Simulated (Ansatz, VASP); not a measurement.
One calculation of Zn, two programs

```xyz
2
Lattice="2.5742 0.0000 0.0000 -1.2871 2.2293 0.0000 0.0000 0.0000 4.7352" Properties=species:S:1:pos:R:3 pbc="T T T"
Zn    0.0000    1.4862    1.1838
Zn    1.2871    0.7431    3.5514
```

Alike in both runs: task single point; functional PBEsol; k mesh 23 × 23 × 11; occupations fermi-dirac, width 0.1 eV; no spin polarisation.

|  | VASP | Ansatz |
| --- | --- | --- |
| version | VASP 6.6.1 | Ansatz 0.2.0 |
| potentials or method | VASP PAW PBE potentials, release 64 (Zn), cutoff 520 eV | plane waves (420 eV) with PAW, scalar-relativistic |
| valence electrons in the cell | 24 | 24 |

```tsv
	VASP	Ansatz	Ansatz less VASP
pressure (GPa)	4.9	4.3	-0.58
traceless stress, the component that is largest in VASP (GPa)	-1.44	-1.29	+0.151
```

VASP's potentials were made for PBE, not for PBEsol, and Ansatz warns of the same on its side.
